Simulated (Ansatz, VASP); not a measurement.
One calculation of GaAs, two programs

INCAR

```
SYSTEM = GaAs
ALGO = Normal
EDIFF = 1E-6
EDIFFG = -0.001
ENCUT = 600
GGA = PE
IBRION = 2
ISIF = 3
ISMEAR = 0
LASPH = .True.
LCHARG = .False.
LREAL = .False.
LWAVE = .False.
NELM = 60
NSW = 80
PREC = Accurate
SIGMA = 0.01
```

File KPOINTS:

```
k-points
0
Gamma
  12 12 12
  0 0 0
```

File POSCAR:

```
GaAs
1.0
    0.0000000000      2.8727978967      2.8727978967
    2.8727978967      0.0000000000      2.8727978967
    2.8727978967      2.8727978967      0.0000000000
Ga As
1 1
Direct
    0.0000000000      0.0000000000      0.0000000000
    0.7500000000      0.7500000000      0.7500000000
```

Input for Ansatz:

```yaml
crystal:
  lattice:
    - [0.0, 2.8727978967, 2.8727978967]
    - [2.8727978967, 0.0, 2.8727978967]
    - [2.8727978967, 2.8727978967, 0.0]
  atoms:
    - { symbol: Ga, position: [0.0, 0.0, 0.0] }
    - { symbol: As, position: [0.75, 0.75, 0.75] }
basis:
  ecutwfc: 420
kpoints:
  mp_grid: { grid: [12, 12, 12] }
hamiltonian:
  xc: pbe
  pseudopotentials: { kind: paw, azcp: { folder: soft_1 } }
scf:
  occupations: { method: gaussian, width: 0.01 }
output:
  forces: true
  stress: true
  eigenvalues: true
relax:
  adjacent_minimum: "off"
  f_tol: 0.001
  max_steps: 60
  cell: { stress_tol: 0.01 }
```

Alike in both runs: task relaxation of cell and atoms; functional PBE; k mesh 12 × 12 × 12; occupations gaussian, width 0.01 eV; no spin polarisation.

|  | VASP | Ansatz |
| --- | --- | --- |
| version | VASP 6.6.1 | Ansatz 0.2.0 |
| potentials or method | VASP PAW PBE potentials, release 64 (Ga_d, As), cutoff 600 eV | scalar-relativistic, plane waves, PAW |
| valence electrons in the cell | 18 | 28 |

|  | VASP | Ansatz | Ansatz less VASP |
| --- | --- | --- | --- |
| gap on the k mesh at the Fermi level, each at its own relaxed structure (eV) | 0.14 | 0.16 | +0.018 |
| relaxed volume (Å³/atom) | 23.77 | 23.71 | -0.058 |
| relaxed length of the cell vector where the two differ most in proportion (Å) | 4.066 | 4.063 | -0.0033 |

VASP's potentials hold 18 valence electrons a cell and Ansatz's 28, so a difference there can come from the potentials and not from the codes.
